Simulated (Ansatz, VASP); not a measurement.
**One calculation of Al6O, two programs**

```
Al O
1.0
     5.71352    0.00000    0.00000
     0.00000    5.71352    0.00000
     0.00000    0.00000   22.17470
Al O
12 2
Direct
  0.25000 0.25000 0.18039
  0.25000 0.75000 0.18039
  0.75000 0.25000 0.18039
  0.75000 0.75000 0.18039
  0.00000 0.00000 0.27441
  0.00000 0.50000 0.27441
  0.50000 0.00000 0.27441
  0.50000 0.50000 0.27441
  0.25000 0.25000 0.36865
  0.25000 0.75000 0.36865
  0.75000 0.25000 0.36865
  0.75000 0.75000 0.36865
  0.01241 0.25000 0.43359
  0.48759 0.25000 0.43359
```

Alike in both runs: task single point; functional PBE; k mesh 5 × 5 × 1; occupations gaussian, width 0.1 eV; collinear spin.

```csv
,VASP,Ansatz
version,VASP 6.6.1,Ansatz 0.2.0
potentials or method,"VASP PAW PBE potentials, release 64 (Al, O), cutoff 520 eV","scalar-relativistic, plane waves, PAW"
valence electrons in the cell,48,48
```

```csv
,VASP,Ansatz,Ansatz less VASP
gap on the k mesh at the Fermi level (eV),none,none,-
rms of the force components (eV/Å),1.444,1.455,+0.0111
net moment per atom (μB),0.00,0.00,0.000
```

Atom by atom the forces differ by 0.011 eV/Å (rms over components). A gap of «none» marks a metal or a gap that the smearing closes. Ansatz's warnings: seeded moment not kept.
